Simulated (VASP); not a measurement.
# K2S (Fm-3m) in VASP: notebook

The runs below take K2S through elastic constants, with PBEsol.

All numbers are computed with VASP 6.6.1; they aren't measurements. Logs are shortened: lines on timing, memory, paths and dates and some standing lists are left out, and cuts for length are marked.

## 1. The cell of the first run

Symmetry: Fm-3m, No. 225, cubic system. Conventional cell: a = 6.533 Å, b = 6.533 Å, c = 6.533 Å, α = 90.00°, β = 90.00°, γ = 90.00°. Within 3.7 Å of K (site symmetry -43m) lie 4 S at 2.83 Å and 6 K at 3.27 Å. Within 3.7 Å of S (site symmetry m-3m) lie 8 K at 2.83 Å.

## 2. Elastic constants, PBEsol

The input, INCAR:

```
ALGO = Normal
EDIFF = 1E-8
ENCUT = 500
GGA = PS
GGA_COMPAT = F
IBRION = 6
ISIF = 3
ISMEAR = 0
LASPH = T
LCHARG = F
LREAL = F
LWAVE = F
NELM = 120
NFREE = 2
NSW = 1
POTIM = 0.015
PREC = Accurate
SIGMA = 0.01
```

The input, KPOINTS:

```
k-points
0
Gamma
  6 6 6
```

The input, POSCAR:

```
K2S
1.0
    0.0000000000      3.2665056891      3.2665056891
    3.2665056891      0.0000000000      3.2665056891
    3.2665056891      3.2665056891      0.0000000000
K S
2 1
Direct
    0.2500000000      0.2500000000      0.2500000000
    0.7500000000      0.7500000000      0.7500000000
    0.0000000000      0.0000000000      0.0000000000
```

Potentials or basis: VASP PAW PBE potentials, release 64 (K_sv, S).

Launch:

```bash
$ cat potpaw_PBE.64/K_sv/POTCAR potpaw_PBE.64/S/POTCAR > POTCAR
$ mpirun -np 1 vasp_std > vasp.out
```

OUTCAR:

```text
EDIFF = 1E-8
   ENCUT = 500
   GGA = PS
   IBRION = 6
   ISIF = 3
   ISMEAR = 0
   LASPH = T
   LREAL = F
   NELM = 120
   NFREE = 2
   NSW = 1
   POTIM = 0.015
   PREC = Accurate

 ion  position               nearest neighbor table
   1  0.250  0.250  0.250-   3 2.83   3 2.83   3 2.83   3 2.83   2 3.27   2 3.27   2 3.27   2 3.27
                             2 3.27   2 3.27
   2  0.750  0.750  0.750-   3 2.83   3 2.83   3 2.83   3 2.83   1 3.27   1 3.27   1 3.27   1 3.27
                             1 3.27   1 3.27
   3  0.000  0.000  0.000-   2 2.83   2 2.83   2 2.83   1 2.83   1 2.83   1 2.83   2 2.83   1 2.83

  LATTYP: Found a face centered cubic cell.
 ALAT       =     6.5330113782

  Lattice vectors:

 A1 = (   0.0000000000,   3.2665056891,   3.2665056891)
 A2 = (   3.2665056891,   0.0000000000,   3.2665056891)
 A3 = (   3.2665056891,   3.2665056891,   0.0000000000)

Analysis of symmetry for initial positions (statically):
=====================================================================
 Subroutine PRICEL returns:
 Original cell was already a primitive cell.

 Routine SETGRP: Setting up the symmetry group for a
 face centered cubic supercell.

 Subroutine GETGRP returns: Found 48 space group operations
 (whereof 48 operations were pure point group operations)
 out of a pool of 48 trial point group operations.

The static configuration has the point symmetry O_h .

Analysis of symmetry for dynamics (positions and initial velocities):
=====================================================================
 Subroutine PRICEL returns:
 Original cell was already a primitive cell.

 Routine SETGRP: Setting up the symmetry group for a
 face centered cubic supercell.

 Subroutine GETGRP returns: Found 48 space group operations
 (whereof 48 operations were pure point group operations)
 out of a pool of 48 trial point group operations.

The dynamic configuration has the point symmetry O_h .

 Subroutine INISYM returns: Found 48 space group operations
 (whereof 48 operations are pure point group operations),
 and found     1 'primitive' translations

----------------------------------------------------------------------------------------

                                     Primitive cell

  volume of cell :      69.7076

  direct lattice vectors                    reciprocal lattice vectors
     0.000000000  3.266505689  3.266505689    -0.153068768  0.153068768  0.153068768
     3.266505689  0.000000000  3.266505689     0.153068768 -0.153068768  0.153068768
     3.266505689  3.266505689  0.000000000     0.153068768  0.153068768 -0.153068768

  length of vectors
     4.619536647  4.619536647  4.619536647     0.265122882  0.265122882  0.265122882

  position of ions in fractional coordinates (direct lattice)
     0.250000000  0.250000000  0.250000000
     0.750000000  0.750000000  0.750000000
     0.000000000  0.000000000  0.000000000

  ion indices of the primitive-cell ions
   primitive index   ion index
                 1           1
                 2           2
                 3           3

----------------------------------------------------------------------------------------

 KPOINTS: k-points

Automatic generation of k-mesh.
 Grid dimensions read from file:
 generate k-points for:    6    6    6

 Generating k-lattice:

  Cartesian coordinates                     Fractional coordinates (reciprocal lattice)
    -0.025511461  0.025511461  0.025511461     0.166666667  0.000000000  0.000000000
     0.025511461 -0.025511461  0.025511461     0.000000000  0.166666667  0.000000000
     0.025511461  0.025511461 -0.025511461     0.000000000  0.000000000  0.166666667

  Length of vectors
     0.044187147  0.044187147  0.044187147

  Shift w.r.t. Gamma in fractional coordinates (k-lattice)
     0.000000000  0.000000000  0.000000000

 Subroutine IBZKPT returns following result:
 ===========================================

 Found     16 irreducible k-points:

 Following reciprocal coordinates:
            Coordinates               Weight
[... 48 lines left out ...]
   EFERMI =   0.00;   METHOD = LEGACY
   ISMEAR =     0;   SIGMA  =   0.01  broadening in eV -4-tet -1-fermi 0-gaus
   EFERMI_NEDOS =   21; number of points for ismear=-14 and -15
   IALGO  =     38    algorithm
   IMIX   =      4    mixing-type and parameters
     AMIX     =   0.40;   BMIX     =  1.00
     AMIX_MAG =   1.60;   BMIX_MAG =  1.00
  volume/ion in A,a.u.               =      23.24       156.80
  Fermi-wavevector in a.u.,A,eV,Ry     =   1.147410  2.168290 17.912735  1.316549
  Thomas-Fermi vector in A             =   2.284090
   LORBIT       =      0    0 simple, 1 ext, 2 COOP (PROOUT), +10 PAW based schemes
   GGA     = PS    functional components
   LHFCALC =     F    Hartree Fock is set to
   AEXX    =    0.0000 exact exchange contribution
   IVDW    =     0    specifies the selected vdW correction
   LEPSILON=     F    determine dielectric tensor
   LRPA    =     F    only Hartree local field effects (RPA)
 finite differences with symmetry
 non-spin polarized calculation
 Gauss-broadening in eV      SIGMA  =   0.01
  energy-cutoff  :      500.00
  volume of cell :       69.71
 maximum number of plane-waves:      1807
 NGX is ok and might be reduce to    36
   NGX = 17   NGY = 17   NGZ = 17

--------------------------------------- Ionic step        1  -------------------------------------------

 number of electron      24.0000002 magnetization

 Free energy of the ion-electron system (eV)
  ---------------------------------------------------
  ext. energy  EPLUGINS =         0.00000000
  ---------------------------------------------------
  free energy    TOTEN  =        -8.83793078 eV

  energy without entropy =       -8.83793078  energy(sigma->0) =       -8.83793078

------------------------ aborting loop because EDIFF is reached ----------------------------------------

  FORCE on cell =-STRESS in cart. coord.  units (eV):
  Direction    XX          YY          ZZ          XY          YZ          ZX
  --------------------------------------------------------------------------------------
  -------------------------------------------------------------------------------------
  Total        6.6450714      6.6450714      6.6450714      0.0000000      0.0000000      0.0000000
  in kB      152.7319800    152.7319800    152.7319800      0.0000000      0.0000000      0.0000000
  external PRESSURE =     152.7319800 kB  Pullay stress =       0.0000000 kB
[... 92 lines left out ...]
  FREE ENERGIE OF THE ION-ELECTRON SYSTEM (eV)
  ---------------------------------------------------
  free  energy   TOTEN  =        -8.7341679030 eV

  energy  without entropy=       -8.7341679030  energy(sigma->0) =       -8.73416790

[... ionic steps 4 to 14 ...]

--------------------------------------- Ionic step       15  -------------------------------------------

 number of electron      24.0000001 magnetization

------------------------ aborting loop because EDIFF is reached ----------------------------------------
[... 69 lines left out ...]
--------------------------------------- Ionic step       17  -------------------------------------------

 number of electron      24.0000002 magnetization

 Free energy of the ion-electron system (eV)
  ---------------------------------------------------
  ext. energy  EPLUGINS =         0.00000000
  ---------------------------------------------------
  free energy    TOTEN  =        -8.83708463 eV

  energy without entropy =       -8.83708463  energy(sigma->0) =       -8.83708463

 E-fermi :   1.3599     XC(G=0):  -9.0551

 val. band max:        1.3087380724   @ k =   0.0000   0.5000   0.5000
 cond. band min:       4.4921047792   @ k =   0.0000   0.0000   0.0000
 fundamental gap:      3.1833667068
 Fermi energy:         1.3599260274

 k-point     1 :       0.0000    0.0000    0.0000
  band No.  band energies     occupation
      1     -27.4062      2.00000
      2     -27.0561      2.00000
      3     -11.2182      2.00000
      4     -11.2182      2.00000
      5     -11.2181      2.00000
      6     -10.5796      2.00000
[... 433 lines left out ...]
      3     -11.9341      2.00000
      4     -11.3589      2.00000
      5     -11.2463      2.00000
      6     -10.7221      2.00000
[... 8 lines left out ...]
     15       8.0279      0.00000
     16       8.5663      0.00000

 [... further k-points ...]

------------------------ aborting loop because EDIFF is reached ----------------------------------------

  FORCE on cell =-STRESS in cart. coord.  units (eV):
  Direction    XX          YY          ZZ          XY          YZ          ZX
  --------------------------------------------------------------------------------------
  -------------------------------------------------------------------------------------
  Total        6.6446286      6.6481901      6.6481901     -0.0000000     -0.0000000      0.0000000
  in kB      152.7218031    152.8036601    152.8036601     -0.0000000     -0.0000000      0.0000000
  external PRESSURE =     152.7763744 kB  Pullay stress =       0.0000000 kB
[... 18 lines left out ...]
  FREE ENERGIE OF THE ION-ELECTRON SYSTEM (eV)
  ---------------------------------------------------
  free  energy   TOTEN  =        -8.8370846350 eV

  energy  without entropy=       -8.8370846350  energy(sigma->0) =       -8.83708463

 INTERNAL STRAIN TENSORS FROM STRAINED CELLS
 ============================================

 INTERNAL STRAIN TENSOR FOR ION    1 for displacements in x,y,z  (eV/Angst):
          X           Y           Z          XY          YZ          ZX
  --------------------------------------------------------------------------------
  x    -0.00000    -0.00000    -0.00000    -0.00000    -7.62632     0.00000
  y     0.00000    -0.00000     0.00000    -0.00000    -0.00000    -7.62683
  z     0.00000     0.00000    -0.00000    -7.62600    -0.00000     0.00000

 INTERNAL STRAIN TENSORS FROM DISPLACED ATOMS
 ============================================

 INTERNAL STRAIN TENSOR FOR ION    1 for displacements in x,y,z  (eV/Angst):
          X           Y           Z          XY          YZ          ZX
  --------------------------------------------------------------------------------
  x     0.00000    -0.00000    -0.00000     0.00000    -7.62775     0.00000
  y    -0.00000     0.00000    -0.00000     0.00000     0.00000    -7.62775
  z    -0.00000    -0.00000     0.00000    -7.62775     0.00000     0.00000

 INTERNAL STRAIN TENSOR FOR ION    3 for displacements in x,y,z  (eV/Angst):
          X           Y           Z          XY          YZ          ZX
  --------------------------------------------------------------------------------
  x     0.00000     0.00000     0.00000     0.00000     0.00000     0.00000
  y     0.00000     0.00000     0.00000     0.00000     0.00000     0.00000
  z     0.00000     0.00000     0.00000     0.00000     0.00000     0.00000

 Eigenvectors and eigenvalues of the dynamical matrix
 ----------------------------------------------------

   1 f  =    8.993035 THz    56.504907 2PiTHz  299.975365 cm-1    37.192188 meV
             X         Y         Z           dx          dy          dz
      1.633253  1.633253  1.633253     0.000000   -0.381354    0.000000
      4.899759  4.899759  4.899759     0.000000   -0.381354    0.000000
      0.000000  0.000000  0.000000    -0.000000    0.842104    0.000000
[... 43 lines left out ...]
   9 f/i=    0.000446 THz     0.002801 2PiTHz    0.014870 cm-1     0.001844 meV
             X         Y         Z           dx          dy          dz
      1.633253  1.633253  1.633253     0.157261   -0.542222    0.189298
      4.899759  4.899759  4.899759     0.157261   -0.542222    0.189298
      0.000000  0.000000  0.000000     0.142434   -0.491100    0.171450

--------------------------------------------------------------------------------------------------------

 ELASTIC MODULI CONTR FROM IONIC RELAXATION (kBar)
 Direction    XX          YY          ZZ          XY          YZ          ZX
 --------------------------------------------------------------------------------
 XX          -0.0000     -0.0000     -0.0000     -0.0000      0.0000     -0.0000
 YY          -0.0000     -0.0000     -0.0000     -0.0000     -0.0000      0.0000
 ZZ          -0.0000     -0.0000     -0.0000      0.0000     -0.0000     -0.0000
 XY          -0.0000     -0.0000      0.0000   -476.4051      0.0000      0.0000
 YZ           0.0000     -0.0000     -0.0000      0.0000   -476.4051      0.0000
 ZX          -0.0000      0.0000     -0.0000      0.0000      0.0000   -476.4051
 --------------------------------------------------------------------------------

 TOTAL ELASTIC MODULI (kBar)
 Direction    XX          YY          ZZ          XY          YZ          ZX
 --------------------------------------------------------------------------------
 XX         676.5976    583.2383    583.2383     -0.0000      0.0000     -0.0000
 YY         583.2383    676.5976    583.2383     -0.0000     -0.0000     -0.0000
 ZZ         583.2383    583.2383    676.5976      0.0000     -0.0000     -0.0000
 XY          -0.0000     -0.0000      0.0000    -22.6117      0.0000      0.0000
 YZ           0.0000     -0.0000     -0.0000      0.0000    -22.6117      0.0000
 ZX          -0.0000     -0.0000     -0.0000      0.0000      0.0000    -22.6117
 --------------------------------------------------------------------------------
```

It took 7.7 min on 1 thread of Intel Xeon 6975P-C (Granite Rapids), shared host; peak memory 0.29 GiB.

What came out:

```yaml
Elastic_constants_C11_C12_C44: 68, 58, -2 GPa
Voigt_bulk_modulus: 61 GPa
Highest_phonon_frequency_at_Γ_LO-TO_splitting_left_out: 300 cm⁻¹
```

Phonon frequencies in cm⁻¹ (negative: imaginary):
| q point | frequencies |
| --- | --- |
| (0.000, 0.000, 0.000) | 0 0 0 198 198 198 300 300 300 |

Elastic tensor in Voigt notation (GPa, in the Cartesian axes of the cell as first typed):
```
68 58 58  0  0  0
58 68 58  0  0  0
58 58 68  0  0  0
 0  0  0 -2  0  0
 0  0  0  0 -2  0
 0  0  0  0  0 -2
```

Clamped-ion elastic tensor (GPa):
```
68 58 58  0  0  0
58 68 58  0  0  0
58 58 68  0  0  0
 0  0  0 45  0  0
 0  0  0  0 45  0
 0  0  0  0  0 45
```

Caveat: the cell is under stress, which shifts elastic constants; the elastic tensor has a negative eigenvalue, so either the cell is unstable as it stands or the mesh is too thin; the PAW data sets were made with another functional, which shifts forces and pressure a little.

(Part 1 of 2 ends here.)
